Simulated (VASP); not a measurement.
# Be2Zn3Te3 (P6/mmm) in VASP: single point with PBE

Aim: the single point of Be2Zn3Te3 with PBE.

All numbers are computed with VASP 6.6.1; they aren't measurements. Logs are shortened: lines on timing, memory, paths and dates and some standing lists are left out, and cuts for length are marked.

## (1) The cell of the first run

Symmetry: P6/mmm, No. 191, hexagonal system. Conventional cell: a = 7.661 Å, b = 7.661 Å, c = 8.375 Å, α = 90.00°, β = 90.00°, γ = 120.00°. Within 2.9 Å of Be (site symmetry -6m2) lie 3 Zn at 2.21 Å. Zn (site symmetry mmm) has 2 Be at 2.21 Å within 2.9 Å. Within 3.7 Å of Te (site symmetry 6mm) lie 2 Te at 2.78 to 2.81 Å. Within 3.7 Å of Te (site symmetry 6/mmm) lie 2 Te at 2.78 Å.

## (2) Single point, PBE

Contents of INCAR:

```
PREC = Accurate ; ENCUT = 520
EDIFF = 1E-6 ; ISMEAR = 0
SIGMA = 0.2 ; LREAL = F
LASPH = T ; NELM = 100
ALGO = Fast ; ISIF = 2
LWAVE = F ; LCHARG = F
GGA = PE ; NBANDS = 39
```

Contents of KPOINTS:

```
Automatic mesh
0
Gamma
  4 4 3
```

Contents of POSCAR:

```
Be2Zn3Te3
1.0
    7.6614871622      0.0000000042      0.0000000000
   -3.8307435847      6.6350425111      0.0000000000
    0.0000000000      0.0000000000      8.3750557349
Be Zn Te
2 3 3
Direct
    0.3333333333      0.6666666667      0.0000000000
    0.6666666667      0.3333333333      0.0000000000
    0.5000000000      0.0000000000      0.0000000000
    0.0000000000      0.5000000000      0.0000000000
    0.5000000000      0.5000000000      0.0000000000
    0.0000000000      0.0000000000      0.1679234008
    0.0000000000      0.0000000000      0.8320765992
    0.0000000000      0.0000000000      0.5000000000
```

Potentials or basis: VASP PAW PBE potentials, release 64 (Be, Zn, Te).

On the command line:

```sh
$ cat potpaw_PBE.64/Be/POTCAR potpaw_PBE.64/Zn/POTCAR potpaw_PBE.64/Te/POTCAR > POTCAR
$ mpirun -np 1 vasp_std > vasp.out
```

OUTCAR:

```text
PREC = Accurate
   ENCUT = 520
   EDIFF = 1E-6
   ISMEAR = 0
   LREAL = F
   LASPH = T
   NELM = 100
   ISIF = 2
   GGA = PE

 ion  position               nearest neighbor table
   1  0.333  0.667  0.000-   3 2.21   4 2.21   5 2.21
   2  0.667  0.333  0.000-   3 2.21   4 2.21   5 2.21
   3  0.500  0.000  0.000-   1 2.21   2 2.21
   4  0.000  0.500  0.000-   1 2.21   2 2.21
   5  0.500  0.500  0.000-   1 2.21   2 2.21
   6  0.000  0.000  0.168-   8 2.78   7 2.81
   7  0.000  0.000  0.832-   8 2.78   6 2.81
   8  0.000  0.000  0.500-   6 2.78   7 2.78

  LATTYP: Found a hexagonal cell.
 ALAT       =     7.6614871622
 C/A-ratio  =     1.0931370839

  Lattice vectors:

 A1 = (   7.6614871622,   0.0000000042,   0.0000000000)
 A2 = (  -3.8307435847,   6.6350425111,   0.0000000000)
 A3 = (   0.0000000000,   0.0000000000,   8.3750557349)

Analysis of symmetry for initial positions (statically):
=====================================================================
 Subroutine PRICEL returns:
 Original cell was already a primitive cell.

 Routine SETGRP: Setting up the symmetry group for a
 hexagonal supercell.

 Subroutine GETGRP returns: Found 24 space group operations
 (whereof 24 operations were pure point group operations)
 out of a pool of 24 trial point group operations.

The static configuration has the point symmetry D_6h.

Analysis of symmetry for dynamics (positions and initial velocities):
=====================================================================
 Subroutine PRICEL returns:
 Original cell was already a primitive cell.

 Routine SETGRP: Setting up the symmetry group for a
 hexagonal supercell.

 Subroutine GETGRP returns: Found 24 space group operations
 (whereof 24 operations were pure point group operations)
 out of a pool of 24 trial point group operations.

The dynamic configuration has the point symmetry D_6h.

 Subroutine INISYM returns: Found 24 space group operations
 (whereof 24 operations are pure point group operations),
 and found     1 'primitive' translations

----------------------------------------------------------------------------------------

                                     Primitive cell

  volume of cell :     425.7400

  direct lattice vectors                    reciprocal lattice vectors
     7.661487162  0.000000004  0.000000000     0.130522962  0.075357467  0.000000000
    -3.830743585  6.635042511  0.000000000    -0.000000000  0.150714935  0.000000000
     0.000000000  0.000000000  8.375055735     0.000000000  0.000000000  0.119402190

  length of vectors
     7.661487162  7.661487162  8.375055735     0.150714935  0.150714935  0.119402190

  position of ions in fractional coordinates (direct lattice)
     0.333333333  0.666666667  0.000000000
     0.666666667  0.333333333  0.000000000
     0.500000000  0.000000000  0.000000000
     0.000000000  0.500000000  0.000000000
     0.500000000  0.500000000  0.000000000
     0.000000000  0.000000000  0.167923401
     0.000000000  0.000000000  0.832076599
     0.000000000  0.000000000  0.500000000

  ion indices of the primitive-cell ions
   primitive index   ion index
                 1           1
                 2           2
                 3           3
                 4           4
                 5           5
                 6           6
                 7           7
                 8           8

----------------------------------------------------------------------------------------

 KPOINTS: Automatic mesh

Automatic generation of k-mesh.
 Grid dimensions read from file:
 generate k-points for:    4    4    3

 Generating k-lattice:

  Cartesian coordinates                     Fractional coordinates (reciprocal lattice)
     0.032630741  0.018839367  0.000000000     0.250000000  0.000000000  0.000000000
    -0.000000000  0.037678734  0.000000000     0.000000000  0.250000000  0.000000000
     0.000000000  0.000000000  0.039800730     0.000000000  0.000000000  0.333333333

  Length of vectors
     0.037678734  0.037678734  0.039800730

  Shift w.r.t. Gamma in fractional coordinates (k-lattice)
     0.000000000  0.000000000  0.000000000

 Subroutine IBZKPT returns following result:
 ===========================================

 Found      8 irreducible k-points:

 Following reciprocal coordinates:
            Coordinates               Weight
  0.000000  0.000000  0.000000      1.000000
  0.250000  0.000000  0.000000      6.000000
  0.500000  0.000000  0.000000      3.000000
  0.250000  0.250000  0.000000      6.000000
  0.000000  0.000000  0.333333      2.000000
  0.250000  0.000000  0.333333     12.000000
  0.500000  0.000000  0.333333      6.000000
  0.250000  0.250000  0.333333     12.000000
   k-points           NKPTS =      8   k-points in BZ     NKDIM =      8   number of bands    NBANDS=     39
   number of dos      NEDOS =    301   number of ions     NIONS =      8
   total plane-waves  NPLWV = 230400
   dimension x,y,z NGX =    60 NGY =   60 NGZ =   64
   dimension x,y,z NGXF=   120 NGYF=  120 NGZF=  128
   ions per type =               2   3   3
   NGX,Y,Z   is equivalent  to a cutoff of  13.02, 13.02, 12.70 a.u.
   NGXF,Y,Z  is equivalent  to a cutoff of  26.04, 26.04, 25.41 a.u.
 SYSTEM =  unknown system
   PREC   = accura    normal or accurate (medium, high low for compatibility)
   ISTART =      0    job   : 0-new  1-cont  2-samecut
   ICHARG =      2    charge: 1-file 2-atom 10-const
   ISPIN  =      1    spin polarized calculation?
   LNONCOLLINEAR =      F non collinear calculations
   LSORBIT =      F    spin-orbit coupling
   LASPH  =      T    aspherical Exc in radial PAW
   ENCUT  =  520.0 eV  38.22 Ry    6.18 a.u.  14.25 14.25 15.57*2*pi/ulx,y,z
   NELM   =    100;   NELMIN=  2; NELMDL= -5     # of ELM steps
   EDIFF  = 0.1E-05   stopping-criterion for ELM
   LREAL  =      F    real-space projection
   EDIFFG = 0.1E-04   stopping-criterion for IOM
   NSW    =      0    number of steps for IOM
   IBRION =     -1    ionic relax: 0-MD 1-quasi-New 2-CG
   NFREE  =      0    steps in history (QN), initial steepest desc. (CG)
   ISIF   =      2    stress and relaxation
   ISYM   =      2    0-nonsym 1-usesym 2-fastsym
   POTIM  = 0.5000    time-step for ionic-motion
   TEBEG  =    0.0;   TEEND  =   0.0 temperature during run
   PSTRESS=    0.0 pullay stress
   NELECT =      58.0000    total number of electrons
   NUPDOWN=      -1.0000    fix difference up-down
   EMIN   =  10.00;   EMAX   =-10.00  energy-range for DOS
   EFERMI =   0.00;   METHOD = LEGACY
   ISMEAR =     0;   SIGMA  =   0.20  broadening in eV -4-tet -1-fermi 0-gaus
   EFERMI_NEDOS =   21; number of points for ismear=-14 and -15
   IALGO  =     68    algorithm
   IMIX   =      4    mixing-type and parameters
     AMIX     =   0.40;   BMIX     =  1.00
     AMIX_MAG =   1.60;   BMIX_MAG =  1.00
  volume/ion in A,a.u.               =      53.22       359.13
  Fermi-wavevector in a.u.,A,eV,Ry     =   0.842370  1.591848  9.654510  0.709586
  Thomas-Fermi vector in A             =   1.957065
   LORBIT       =      0    0 simple, 1 ext, 2 COOP (PROOUT), +10 PAW based schemes
   GGA     = PE    functional components
   LHFCALC =     F    Hartree Fock is set to
   AEXX    =    0.0000 exact exchange contribution
   IVDW    =     0    specifies the selected vdW correction
   LEPSILON=     F    determine dielectric tensor
   LRPA    =     F    only Hartree local field effects (RPA)
 non-spin polarized calculation
 RMM-DIIS sequential band-by-band and
 Gauss-broadening in eV      SIGMA  =   0.20
  energy-cutoff  :      520.00
  volume of cell :      425.74
 maximum number of plane-waves:     11490
 NGX is ok and might be reduce to    60
   NGX = 29   NGY = 29   NGZ = 31

 number of electron      58.0000021 magnetization

 Free energy of the ion-electron system (eV)
  ---------------------------------------------------
  ext. energy  EPLUGINS =         0.00000000
  ---------------------------------------------------
  free energy    TOTEN  =       -12.85370044 eV

  energy without entropy =      -12.67987718  energy(sigma->0) =      -12.76678881

 E-fermi :  -0.7634     XC(G=0):  -5.6163

 val. band max:       -0.8049125585   @ k =   0.2500   0.0000   0.3333
 cond. band min:      -0.7567991750   @ k =   0.2500   0.2500   0.3333
 fundamental gap:      0.0481133835
 Fermi energy:        -0.7633902233

 k-point     1 :       0.0000    0.0000    0.0000
  band No.  band energies     occupation
      1     -13.1113      2.00000
      2     -11.0701      2.00000
      3     -10.9532      2.00000
      4      -8.0806      2.00000
      5      -7.8282      2.00000
      6      -7.8282      2.00000
[... 31 lines left out ...]
     38       4.0406      0.00000
     39       4.0505      0.00000

 k-point     2 :       0.2500    0.0000    0.0000
  band No.  band energies     occupation
      1     -13.1102      2.00000
      2     -11.0699      2.00000
      3     -10.9514      2.00000
      4      -8.0427      2.00000
      5      -7.8462      2.00000
      6      -7.8139      2.00000
[... 31 lines left out ...]
     38       3.5592      0.00000
     39       3.5860      0.00000

 k-point     3 :       0.5000    0.0000    0.0000
  band No.  band energies     occupation
      1     -13.1092      2.00000
      2     -11.0698      2.00000
      3     -10.9497      2.00000
      4      -7.9879      2.00000
      5      -7.8806      2.00000
      6      -7.7981      2.00000
[... 160 lines left out ...]
 k-point     7 :       0.5000    0.0000    0.3333
  band No.  band energies     occupation
      1     -12.8722      2.00000
      2     -12.1628      2.00000
      3      -9.6486      2.00000
      4      -7.9879      2.00000
      5      -7.8806      2.00000
      6      -7.7981      2.00000
[... 31 lines left out ...]
     38       3.2453      0.00000
     39       3.5745      0.00000

 k-point     8 :       0.2500    0.2500    0.3333
  band No.  band energies     occupation
      1     -12.8722      2.00000
      2     -12.1628      2.00000
      3      -9.6486      2.00000
      4      -7.9833      2.00000
      5      -7.8905      2.00000
      6      -7.7935      2.00000
[... 31 lines left out ...]
     38       3.1154      0.00000
     39       3.2873      0.00000

------------------------ aborting loop because EDIFF is reached ----------------------------------------

  FORCE on cell =-STRESS in cart. coord.  units (eV):
  Direction    XX          YY          ZZ          XY          YZ          ZX
  --------------------------------------------------------------------------------------
  -------------------------------------------------------------------------------------
  Total        1.0862862      1.0862862     -0.1544621      0.0000000     -0.0000000      0.0000000
  in kB        4.0879949      4.0879949     -0.5812835      0.0000000     -0.0000000      0.0000000
  external PRESSURE =       2.5315688 kB  Pullay stress =       0.0000000 kB

 VOLUME and BASIS-vectors are now :
 -----------------------------------------------------------------------------
  energy-cutoff  :      520.00
  volume of cell :      425.74
      direct lattice vectors                 reciprocal lattice vectors
     7.661487162  0.000000004  0.000000000     0.130522962  0.075357467  0.000000000
    -3.830743585  6.635042511  0.000000000    -0.000000000  0.150714935  0.000000000
     0.000000000  0.000000000  8.375055735     0.000000000  0.000000000  0.119402190

 POSITION                                       TOTAL-FORCE (eV/Angst)
 -----------------------------------------------------------------------------------
     -0.00000      4.42336      0.00000        -0.000000     -0.000000      0.000000
      3.83074      2.21168      0.00000         0.000000     -0.000000      0.000000
      3.83074      0.00000      0.00000        -0.000000     -0.000000      0.000000
     -1.91537      3.31752      0.00000        -0.000000     -0.000000      0.000000
      1.91537      3.31752      0.00000        -0.000000     -0.000000      0.000000
      0.00000      0.00000      1.40637        -0.000000      0.000000     -0.004664
      0.00000      0.00000      6.96869         0.000000     -0.000000      0.004664
      0.00000      0.00000      4.18753        -0.000000     -0.000000      0.000000
 -----------------------------------------------------------------------------------
    total drift:                                0.000000     -0.000000     -0.000000

  FREE ENERGIE OF THE ION-ELECTRON SYSTEM (eV)
  ---------------------------------------------------
  free  energy   TOTEN  =       -12.8537004414 eV

  energy  without entropy=      -12.6798771805  energy(sigma->0) =      -12.76678881
```

Wall time 96 s (1 thread of Intel Xeon 6975P-C (Granite Rapids), shared host); peak memory 0.58 GiB.

What came out:

```yaml
Free_energy: -12.8537 eV
Pressure: 0.3 GPa
Largest_force: 0.005 eV/Å
Band_gap_on_the_k_mesh: zero (band 29 reaches -0.64 eV, above the bottom of band 30 at -1.61 eV)
```

Forces in eV/Å, atoms in the order of the input:
```
Be   0.000  0.000  0.000
Be   0.000  0.000  0.000
Zn   0.000  0.000  0.000
Zn   0.000  0.000  0.000
Zn   0.000  0.000  0.000
Te   0.000  0.000 -0.005
Te   0.000  0.000  0.005
Te   0.000  0.000  0.000
```

Stress tensor (GPa, compression positive):
```
 0.41  0.00  0.00
 0.00  0.41  0.00
 0.00  0.00 -0.06
```

Caveat: spin-orbit coupling is left out, which moves the levels of the heavy elements.
